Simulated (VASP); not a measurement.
Input of a VASP 6.6.1 run:

Contents of INCAR:

```
ALGO = Normal
EDIFF = 1E-7
ENCUT = 520
GGA = PE
ISIF = 2
ISMEAR = -1
ISPIN = 2
LASPH = T
LCHARG = F
LMAXMIX = 4
LORBIT = 11
LREAL = F
LWAVE = F
MAGMOM = 1.707 1.707 1.725 1.725
NBANDS = 30
NELM = 150
PREC = Accurate
SIGMA = 0.05
```

File KPOINTS:

```
k-points
0
Gamma
  16 16 5
```

File POSCAR:

```
Co
1.0
    2.5912379112      0.0000000000      0.0000000000
   -1.2956189556      2.2440778584      0.0000000000
    0.0000000000      0.0000000000      8.3928652553
Co
4
Direct
    1.0000000000      0.0000000000      1.0000000000
    0.0000000000      0.0000000000      0.5000000000
    0.3333333333      0.6666666667      0.2500000000
    0.6666666667      0.3333333333      0.7500000000
```

Potentials or basis: VASP PAW PBE potentials, release 64 (Co).

The run is started by

```sh
$ cat potpaw_PBE.64/Co/POTCAR > POTCAR
$ mpirun -np 1 vasp_std > vasp.out
```

(1) What does it give for the net moment?

(2) Estimate the pressure.

Answers

(1) 6.88 μB per cell.

(2) -18.4 GPa.

Caveat: the cell stands under tension.
